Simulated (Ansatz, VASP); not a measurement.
One calculation of HfH3, two programs

File INCAR:

```
SYSTEM = HfH3
PREC = Accurate
ENCUT = 600
EDIFF = 1E-6
ISMEAR = 1
SIGMA = 0.1
LREAL = .FALSE.
LASPH = .TRUE.
NELM = 60
ALGO = Normal
ISIF = 3
LWAVE = .FALSE.
LCHARG = .FALSE.
GGA = PS
IVDW = 12
IBRION = 2
NSW = 80
EDIFFG = -0.01
```

Contents of KPOINTS:

```
regular mesh
0
G
  7 7 7
  0 0 0
```

Contents of POSCAR:

```
HfH3
1.0
    3.0845540000      0.0000000000      0.0000000000
    0.0000000000      3.0845540000      0.0000000000
    0.0000000000      0.0000000000      3.0845540000
Hf H
1 3
Direct
    0.0000000000      0.0000000000      0.0000000000
    0.0000000000      0.5000000000      0.5000000000
    0.5000000000      0.0000000000      0.5000000000
    0.5000000000      0.5000000000      0.0000000000
```

Input for Ansatz:

```yaml
crystal:
  lattice:
    bravais: cubic
    a: 3.084554
  space_group: 221
  atoms:
    - { symbol: Hf, position: [0.0, 0.0, 0.0] }
    - { symbol: H, position: [0.0, 0.5, 0.5] }
basis:
  ecutwfc: 550.0
kpoints:
  mp_grid:
    grid: [7, 7, 7]
hamiltonian:
  xc: pbesol
  dispersion: d3bj
scf:
  occupations:
    method: methfessel_paxton
relax:
  cell: {}
```

Alike in both runs: task relaxation of cell and atoms; functional PBEsol; dispersion D3(BJ); k mesh 7 × 7 × 7; no spin polarisation.

|  | VASP | Ansatz |
| --- | --- | --- |
| version | VASP 6.6.1 | Ansatz 0.2.0 |
| potentials or method | VASP PAW PBE potentials, release 64 (Hf_pv, H), cutoff 600 eV | plane waves, PAW |
| occupations | methfessel-paxton of order 1, width 0.1 eV | methfessel-paxton of order 1 |
| valence electrons in the cell | 13 | 29 |

|  | VASP | Ansatz | Ansatz less VASP |
| --- | --- | --- | --- |
| relaxed volume (Å³/atom) | 6.91 | 6.94 | +0.026 |
| relaxed cell length with the largest relative difference (Å) | 3.024 | 3.027 | +0.0038 |

VASP's potentials were made for PBE, not for PBEsol. VASP's potentials hold 13 valence electrons a cell and Ansatz's 29, so a difference there can come from the potentials and not from the codes.

Spin-orbit coupling is off throughout.
